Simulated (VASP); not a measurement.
A run of VASP 6.6.1 is set up as follows.

Contents of INCAR:

```
SYSTEM = TaN
  ALGO = Normal
  EDIFF = 1E-6
  ENCUT = 600
  GGA = PE
  GGA_COMPAT = .FALSE.
  ISIF = 2
  ISMEAR = -1
  LASPH = .TRUE.
  LCHARG = .TRUE.
  LELF = .TRUE.
  LREAL = .FALSE.
  LVHAR = .TRUE.
  LWAVE = .FALSE.
  NBANDS = 15
  NELM = 120
  PREC = Accurate
  SIGMA = 0.1
```

KPOINTS

```
k-points
0
G
  13 13 13
  0 0 0
```

The input POSCAR:

```
TaN
1.0
    0.0000000000      2.1790000000      2.1790000000
    2.1790000000      0.0000000000      2.1790000000
    2.1790000000      2.1790000000      0.0000000000
Ta N
1 1
Direct
    0.5000000000      0.5000000000      0.5000000000
    0.0000000000      0.0000000000      0.0000000000
```

Potentials or basis: VASP PAW PBE potentials, release 64 (Ta_pv, N).

Launch:

```bash
$ cat potpaw_PBE.64/Ta_pv/POTCAR potpaw_PBE.64/N/POTCAR > POTCAR
$ mpirun -np 1 vasp_std > vasp.out
```

Q: Predict the band gap on the k mesh.

A: Zero (bands 8 and 9 overlap by 4.01 eV).

Q: What does it give for the pressure?

A: 15.5 GPa.

Caveat: the cell stands under pressure; spin-orbit coupling is left out, which moves the levels of the heavy elements.
